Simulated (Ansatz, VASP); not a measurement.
# One calculation of YNb, two programs

Contents of INCAR:

```
SYSTEM = YNb
ALGO     = Normal         ! electronic algorithm
EDIFF    = 1E-6           ! SCF threshold, eV
ENCUT    = 520            ! plane-wave cutoff, eV
GGA      = PE             ! functional
ISIF     = 2              ! what is computed and relaxed
ISMEAR   = 0              ! smearing method
ISPIN    = 2              ! spin polarisation
LASPH    = .TRUE.         ! aspherical terms in the spheres
LCHARG   = .FALSE.        ! write CHGCAR
LMAXMIX  = 4              ! l up to which the mixer works
LORBIT   = 11             ! projections on sites
LREAL    = .FALSE.        ! projectors in reciprocal space
LWAVE    = .FALSE.        ! write WAVECAR
MAGMOM   = 0 1            ! initial moments
NBANDS   = 23             ! bands
NELM     = 150            ! most SCF steps
PREC     = Accurate       ! precision mode
SIGMA    = 0.1            ! smearing width, eV
```

Contents of KPOINTS:

```
k-points
0
G
  6 6 6
  0 0 0
```

The input POSCAR:

```
YNb
1.0
    3.6211288494      0.0000000000      0.0000000000
    0.0000000000      3.6211288494      0.0000000000
    0.0000000000      0.0000000000      3.6211288494
Y Nb
1 1
Direct
    0.5000000000      0.5000000000      0.5000000000
    0.0000000000      0.0000000000      0.0000000000
```

Input for Ansatz:

```yaml
crystal:
  lattice:
    - [3.6211288494, 0.0, 0.0]
    - [0.0, 3.6211288494, 0.0]
    - [0.0, 0.0, 3.6211288494]
  atoms:
    - { symbol: "Y", position: [0.5, 0.5, 0.5] }
    - { symbol: Nb, position: [0.0, 0.0, 0.0], spin: 1.0 }
basis:
  ecutwfc: 420
kpoints:
  mp_grid: { grid: [6, 6, 6] }
hamiltonian:
  xc: pbe
scf:
  occupations: { method: gaussian, width: 0.1 }
  lower_state_search: "off"
output:
  forces: true
  stress: true
  eigenvalues: true
  populations: true
magnetization:
  spin_polarized: true
```

Alike in both runs: task single point; functional PBE; k mesh 6 × 6 × 6; occupations gaussian, width 0.1 eV; collinear spin.

|  | VASP | Ansatz |
| --- | --- | --- |
| version | VASP 6.6.1 | Ansatz 0.2.0 |
| potentials or method | VASP PAW PBE potentials, release 64 (Y_sv, Nb_sv), cutoff 520 eV | scalar-relativistic, plane waves, PAW |
| valence electrons in the cell | 24 | 24 |

|  | VASP | Ansatz | Ansatz less VASP |
| --- | --- | --- | --- |
| gap on the k mesh at the Fermi level (eV) | none | none | - |
| pressure (GPa) | -0.4 | -0.2 | +0.21 |
| net moment per atom (μB) | 0.00 | 0.00 | -0.002 |

A gap of «none» marks a metal or a gap that the smearing closes. With one functional, cell and mesh, what is left measures potentials, basis and numerics. Ansatz's warnings: seeded moment not kept.
